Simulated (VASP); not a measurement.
# CuO (Cc) in VASP: further runs, part 2 of 2

VASP 6.6.1. The steps go on from the part before.

**3. Single point, LDA**

This run uses another cell than the first one, of 10.77 Å³/atom.

INCAR

```
SYSTEM = CuO
PREC = Accurate
ENCUT = 820
EDIFF = 1E-6
ISMEAR = -1
SIGMA = 0.05
LREAL = .False.
LASPH = .True.
NELM = 120
ALGO = Normal
ISIF = 2
LWAVE = .False.
LCHARG = .False.
NBANDS = 33
GGA_COMPAT = .False.
```

KPOINTS

```
regular mesh
0
Gamma
  10 10 5
  0 0 0
```

POSCAR

```
CuO
1.0
    2.3906349594     -1.7470044264      0.0000000000
    2.3906349594      1.7470044264      0.0000000000
   -0.8774277226      0.0000000000      5.1586693681
Cu O
2 2
Direct
    0.0032000000      0.4968000000      0.0000000000
    0.4968000000      0.0032000000      0.5000000000
    0.5714000000      0.4056000000      0.2537000000
    0.4056000000      0.5714000000      0.7537000000
```

Potentials or basis: VASP PAW LDA potentials, release 64 (Cu_sv_GW, O).

Run with:

```console
cat potpaw_LDA.64/Cu_sv_GW/POTCAR potpaw_LDA.64/O/POTCAR > POTCAR
mpirun -np 1 vasp_std > vasp.out
```

OUTCAR:

```text
SYSTEM = CuO
   PREC = Accurate
   ENCUT = 820
   EDIFF = 1E-6
   ISMEAR = -1
   LREAL = .False.
   LASPH = .True.
   NELM = 120
   ISIF = 2

 ion  position               nearest neighbor table
   1  0.003  0.497  0.000-   4 1.94   3 1.97   4 2.02   3 2.06
   2  0.497  0.003  0.500-   3 1.94   4 1.97   3 2.02   4 2.06
   3  0.571  0.406  0.254-   2 1.94   1 1.97   2 2.02   1 2.06
   4  0.406  0.571  0.754-   1 1.94   2 1.97   1 2.02   2 2.06

  LATTYP: Found a base centered monoclinic cell.
 ALAT       =     4.7812699188
 B/A-ratio  =     0.7307700490
 C/A-ratio  =     1.0944283419
 COS(beta)  =    -0.1676798045

  Lattice vectors:

 A1 = (   2.3906349594,  -1.7470044264,   0.0000000000)
 A2 = (   2.3906349594,   1.7470044264,   0.0000000000)
 A3 = (  -0.8774277226,   0.0000000000,   5.1586693681)

Analysis of symmetry for initial positions (statically):
=====================================================================
 Subroutine PRICEL returns:
 Original cell was already a primitive cell.

 Routine SETGRP: Setting up the symmetry group for a
 base centered monoclinic supercell.

 Subroutine GETGRP returns: Found  2 space group operations
 (whereof  1 operations were pure point group operations)
 out of a pool of  4 trial point group operations.

The static configuration has the point symmetry C_1 .
 The point group associated with its full space group is C_1h.

Analysis of symmetry for dynamics (positions and initial velocities):
=====================================================================
 Subroutine PRICEL returns:
 Original cell was already a primitive cell.

 Routine SETGRP: Setting up the symmetry group for a
 base centered monoclinic supercell.

 Subroutine GETGRP returns: Found  2 space group operations
 (whereof  1 operations were pure point group operations)
 out of a pool of  4 trial point group operations.

The dynamic configuration has the point symmetry C_1 .
 The point group associated with its full space group is C_1h.

 Subroutine INISYM returns: Found  2 space group operations
 (whereof  1 operations are pure point group operations),
 and found     1 'primitive' translations

----------------------------------------------------------------------------------------

                                     Primitive cell

  volume of cell :      43.0898

  direct lattice vectors                    reciprocal lattice vectors
     2.390634959 -1.747004426  0.000000000     0.209149455 -0.286204198  0.035573811
     2.390634959  1.747004426  0.000000000     0.209149455  0.286204198  0.035573811
    -0.877427723  0.000000000  5.158669368     0.000000000  0.000000000  0.193848438

  length of vectors
     2.960939036  2.960939036  5.232757309     0.356260906  0.356260906  0.193848438

  position of ions in fractional coordinates (direct lattice)
     0.003200000  0.496800000  0.000000000
     0.496800000  0.003200000  0.500000000
     0.571400000  0.405600000  0.253700000
     0.405600000  0.571400000  0.753700000

  ion indices of the primitive-cell ions
   primitive index   ion index
                 1           1
                 2           2
                 3           3
                 4           4

----------------------------------------------------------------------------------------

[... 23 lines left out ...]

 Following reciprocal coordinates:
            Coordinates               Weight
  0.000000  0.000000  0.000000      1.000000
  0.100000 -0.000000  0.000000      4.000000
  0.200000 -0.000000  0.000000      4.000000
  0.300000 -0.000000  0.000000      4.000000
  0.400000 -0.000000  0.000000      4.000000
  0.500000  0.000000  0.000000      2.000000
[... 16 lines left out ...]
  0.300000  0.300000  0.000000      2.000000
  0.400000  0.300000  0.000000      4.000000
 [... further k-points ...]
   k-points           NKPTS =    141   k-points in BZ     NKDIM =    141   number of bands    NBANDS=     33
   number of dos      NEDOS =    301   number of ions     NIONS =      4
   total plane-waves  NPLWV =  39200
   dimension x,y,z NGX =    28 NGY =   28 NGZ =   50
   dimension x,y,z NGXF=    56 NGYF=   56 NGZF=  100
   ions per type =               2   2
   NGX,Y,Z   is equivalent  to a cutoff of  15.72, 15.72, 15.89 a.u.
   NGXF,Y,Z  is equivalent  to a cutoff of  31.44, 31.44, 31.77 a.u.
 SYSTEM =  CuO
   PREC   = accura    normal or accurate (medium, high low for compatibility)
   ISTART =      0    job   : 0-new  1-cont  2-samecut
   ICHARG =      2    charge: 1-file 2-atom 10-const
   ISPIN  =      1    spin polarized calculation?
   LNONCOLLINEAR =      F non collinear calculations
   LSORBIT =      F    spin-orbit coupling
   LASPH  =      T    aspherical Exc in radial PAW
   ENCUT  =  820.0 eV  60.27 Ry    7.76 a.u.   6.91  6.91 12.22*2*pi/ulx,y,z
   NELM   =    120;   NELMIN=  2; NELMDL= -5     # of ELM steps
   EDIFF  = 0.1E-05   stopping-criterion for ELM
   LREAL  =      F    real-space projection
   EDIFFG = 0.1E-04   stopping-criterion for IOM
   NSW    =      0    number of steps for IOM
   IBRION =     -1    ionic relax: 0-MD 1-quasi-New 2-CG
   NFREE  =      0    steps in history (QN), initial steepest desc. (CG)
   ISIF   =      2    stress and relaxation
   ISYM   =      2    0-nonsym 1-usesym 2-fastsym
   POTIM  = 0.5000    time-step for ionic-motion
   TEBEG  =    0.0;   TEEND  =   0.0 temperature during run
   PSTRESS=    0.0 pullay stress
   NELECT =      50.0000    total number of electrons
   NUPDOWN=      -1.0000    fix difference up-down
   EMIN   =  10.00;   EMAX   =-10.00  energy-range for DOS
   EFERMI =   0.00;   METHOD = LEGACY
   ISMEAR =    -1;   SIGMA  =   0.05  broadening in eV -4-tet -1-fermi 0-gaus
   EFERMI_NEDOS =   21; number of points for ismear=-14 and -15
   IALGO  =     38    algorithm
   IMIX   =      4    mixing-type and parameters
     AMIX     =   0.40;   BMIX     =  1.00
     AMIX_MAG =   1.60;   BMIX_MAG =  1.00
  volume/ion in A,a.u.               =      10.77        72.70
  Fermi-wavevector in a.u.,A,eV,Ry     =   1.720309  3.250913 40.265949  2.959464
  Thomas-Fermi vector in A             =   2.796773
   LORBIT       =      0    0 simple, 1 ext, 2 COOP (PROOUT), +10 PAW based schemes
   GGA     = CA    functional components
   LHFCALC =     F    Hartree Fock is set to
   AEXX    =    0.0000 exact exchange contribution
   IVDW    =     0    specifies the selected vdW correction
   LEPSILON=     F    determine dielectric tensor
   LRPA    =     F    only Hartree local field effects (RPA)
 non-spin polarized calculation
  energy-cutoff  :      820.00
  volume of cell :       43.09
 maximum number of plane-waves:      2323
   NGX = 13   NGY = 13   NGZ = 25

 number of electron      50.0000004 magnetization

 Free energy of the ion-electron system (eV)
  ---------------------------------------------------
  ext. energy  EPLUGINS =         0.00000000
  ---------------------------------------------------
  free energy    TOTEN  =       -23.22887547 eV

  energy without entropy =      -23.20881245  energy(sigma->0) =      -23.21884396

 E-fermi :   4.5068     XC(G=0): -12.4887

 val. band max:        4.4989133154   @ k =  -0.4000   0.2000   0.4000
 cond. band min:       4.5115544384   @ k =   0.5000   0.2000   0.4000
 fundamental gap:      0.0126411231
 Fermi energy:         4.5067580908

 k-point     1 :       0.0000    0.0000    0.0000
  band No.  band energies     occupation
      1    -106.7806      2.00000
      2    -106.7801      2.00000
      3     -64.8906      2.00000
      4     -64.8902      2.00000
      5     -64.8640      2.00000
      6     -64.8567      2.00000
[... 853 lines left out ...]
     32      17.2519      0.00000
     33      18.4462      0.00000

 [... further k-points ...]

------------------------ aborting loop because EDIFF is reached ----------------------------------------

  FORCE on cell =-STRESS in cart. coord.  units (eV):
  Direction    XX          YY          ZZ          XY          YZ          ZX
  --------------------------------------------------------------------------------------
  -------------------------------------------------------------------------------------
  Total       -5.1779438     -3.4092642     -5.9410233      0.0000000      0.0000000      0.2638238
  in kB     -192.5275808   -126.7641023   -220.9005919      0.0000000      0.0000000      9.8095632
  external PRESSURE =    -180.0640917 kB  Pullay stress =       0.0000000 kB

 VOLUME and BASIS-vectors are now :
 -----------------------------------------------------------------------------
  energy-cutoff  :      820.00
  volume of cell :       43.09
      direct lattice vectors                 reciprocal lattice vectors
     2.390634959 -1.747004426  0.000000000     0.209149455 -0.286204198  0.035573811
     2.390634959  1.747004426  0.000000000     0.209149455  0.286204198  0.035573811
    -0.877427723  0.000000000  5.158669368     0.000000000  0.000000000  0.193848438

 POSITION                                       TOTAL-FORCE (eV/Angst)
 -----------------------------------------------------------------------------------
      1.19532      0.86232      0.00000        -0.455811      0.208461      0.162206
      0.75660     -0.86232      2.57933        -0.455811     -0.208461      0.162206
      2.11305     -0.28965      1.30875         0.455811      0.640024     -0.162206
      1.67433      0.28965      3.88809         0.455811     -0.640024     -0.162206
 -----------------------------------------------------------------------------------
    total drift:                                0.001119      0.000000      0.000362

  FREE ENERGIE OF THE ION-ELECTRON SYSTEM (eV)
  ---------------------------------------------------
  free  energy   TOTEN  =       -23.2288754691 eV

  energy  without entropy=      -23.2088124549  energy(sigma->0) =      -23.21884396
```

stdout:

```text
POSCAR found type information on POSCAR CuO
 POSCAR found :  2 types and       4 ions
 scaLAPACK will be used
 LDA part: xc-table for (Slater(with rela. corr.)+CA(PZ))
 , standard interpolation
 POSCAR, INCAR and KPOINTS ok, starting setup
 FFT: planning ... GRIDC
 FFT: planning ... GRID_SOFT
 FFT: planning ... GRID
 WAVECAR not read
 entering main loop
```

It took 5.5 min on 1 thread of AMD EPYC 7R13 (Zen 3), shared host; peak memory 0.42 GiB.

What came out:

```
Free energy            : -23.2289 eV
Pressure               : -18.0 GPa
Largest force          : 0.802 eV/Å
Band gap on the k mesh : zero (bands 25 and 26 overlap by 0.59 eV)
```

Forces in eV/Å, atoms in the order of the input:
```
Cu  -0.456  0.208  0.162
Cu  -0.456 -0.208  0.162
O    0.456  0.640 -0.162
O    0.456 -0.640 -0.162
```

Caveat: the stress differs along the axes, from -22 to -13 GPa; semilocal functionals often make such compounds metallic where correlation or magnetic order opens a gap, which also shifts bond lengths. With open d or f shells a metallic result of LDA can be an artefact of self-interaction; +U or a hybrid may open a gap.
